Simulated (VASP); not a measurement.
Wanted: the native input for a VASP 6.6.1 run.

```yaml
Task: relaxation of cell and atoms
Functional: PBE
Potentials_or_basis: VASP PAW PBE potentials, release 64 (Mo_sv)
Cutoff: 500 eV
k_mesh: 12 × 12 × 12
Occupations: methfessel-paxton, width 0.15 eV
Spin: no spin polarisation
Target_pressure: 8 GPa
Dipole_correction: no
Further_INCAR_settings: ALGO = Normal; EDIFF = 1e-07; IBRION = 2; EDIFFG = -0.01; NSW = 80; ISIF = 3
```

The structure of Mo lies in POSCAR:

```
Mo
1.0
    2.7252350213     -0.0000000151     -0.0000000261
   -0.9084116596      2.5693762236     -0.0000000261
   -0.9084116596     -1.2846880741      2.2251451033
Mo
1
Direct
    0.0000000000      0.0000000000      0.0000000000
```

One way to write it, as run:

INCAR

```
SYSTEM = Mo
PREC     = Accurate       ! precision mode
ENCUT    = 500            ! plane-wave cutoff, eV
EDIFF    = 1E-7           ! SCF threshold, eV
ISMEAR   = 1              ! smearing method
SIGMA    = 0.15           ! smearing width, eV
LREAL    = .False.        ! projectors in reciprocal space
LASPH    = .True.         ! aspherical terms in the spheres
NELM     = 120            ! most SCF steps
ALGO     = Normal         ! electronic algorithm
ISIF     = 3              ! what is computed and relaxed
LWAVE    = .False.        ! write WAVECAR
LCHARG   = .False.        ! write CHGCAR
GGA      = PE             ! functional
IBRION   = 2              ! ionic algorithm
NSW      = 80             ! ionic steps
EDIFFG   = -0.01          ! ionic threshold
PSTRESS  = 80.0         
GGA_COMPAT= .False.      
NELMIN   = 4
```

KPOINTS

```
Automatic mesh
0
Gamma
  12 12 12
  0 0 0
```

Potentials or basis: VASP PAW PBE potentials, release 64 (Mo_sv).

The run is started by

```sh
$ cat potpaw_PBE.64/Mo_sv/POTCAR > POTCAR
$ mpirun -np 1 vasp_std > vasp.out
```

It gave:

```json
{
 "Relaxed volume": "15.37 Å³/atom",
 "Relaxed cell": "a = 2.713 Å, b = 2.713 Å, c = 2.713 Å, α = 109.47°, β = 109.47°, γ = 109.47°",
 "Space group after relaxing (to 0.05 Å)": "Im-3m (No. 229)",
 "Energy change on relaxing (the enthalpy is what falls)": "+7.9 meV/atom",
 "Ionic steps": "3",
 "Pressure after relaxing": "7.9 GPa",
 "Band gap on the k mesh": "zero (band 7 reaches 16.95 eV, above the bottom of band 8 at 11.48 eV)"
}
```

Caveat: the cell is relaxed towards a set pressure, so the enthalpy falls and the energy may rise.

Wall time 53 s on 1 thread of AMD EPYC 7R13 (shared host), peak memory 0.1 GiB.
